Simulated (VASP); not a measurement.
Write the native input for VASP 6.6.1 that does the following.

```yaml
Task: single point
Functional: LDA
Potentials_or_basis: VASP PAW LDA potentials, release 64 (Sn_d, Se)
Cutoff: 500 eV
k_mesh: 6 × 6 × 4
Occupations: gaussian, width 0.05 eV
Spin: no spin polarisation
Dipole_correction: no
Further_INCAR_settings: ALGO = Normal; EDIFF = 1e-06; NBANDS = 28
```

The structure of SnSe lies in POSCAR:

```
SnSe
1.0
    4.1898989379      0.0000000000      0.0000000000
    0.0000000000      4.1898989379      0.0000000000
    0.0000000000      0.0000000000     10.9796229414
Sn Se
2 2
Direct
    0.5000000000      0.0000000000      0.3781633338
    0.0000000000      0.5000000000      0.6218366662
    0.5000000000      0.0000000000      0.6399937747
    0.0000000000      0.5000000000      0.3782217871
```

This cell differs from its parent crystal: atom 3 (Se) moved -0.200 Å towards its neighbour atom 1 (Sn) at 2.675 Å.

The input as run:

INCAR

```
ALGO = Normal
EDIFF = 1E-6
ENCUT = 500
GGA = CA
GGA_COMPAT = F
ISIF = 2
ISMEAR = 0
LASPH = T
LCHARG = T
LELF = T
LREAL = F
LVHAR = T
LWAVE = F
NBANDS = 28
NELM = 120
PREC = Accurate
SIGMA = 0.05
```

KPOINTS

```
k-points
0
Gamma
  6 6 4
```

Potentials or basis: VASP PAW LDA potentials, release 64 (Sn_d, Se).

Launch:

```console
$ cat potpaw_LDA.64/Sn_d/POTCAR potpaw_LDA.64/Se/POTCAR > POTCAR
$ mpirun -np 1 vasp_std > vasp.out
```

Results of the run:

- Largest force: 0.841 eV/Å
- Band gap on the k mesh: 1.05 eV, direct

Caveat: the cell differs from its parent crystal (atom 3 (Se) moved -0.200 Å towards its neighbour atom 1 (Sn) at 2.675 Å); spin-orbit coupling is left out, which moves the levels of the heavy elements.

It took 70 s on 1 thread of Intel(R) Xeon(R) 6975P-C (Granite Rapids) (shared host), peak memory 0.3 GiB.
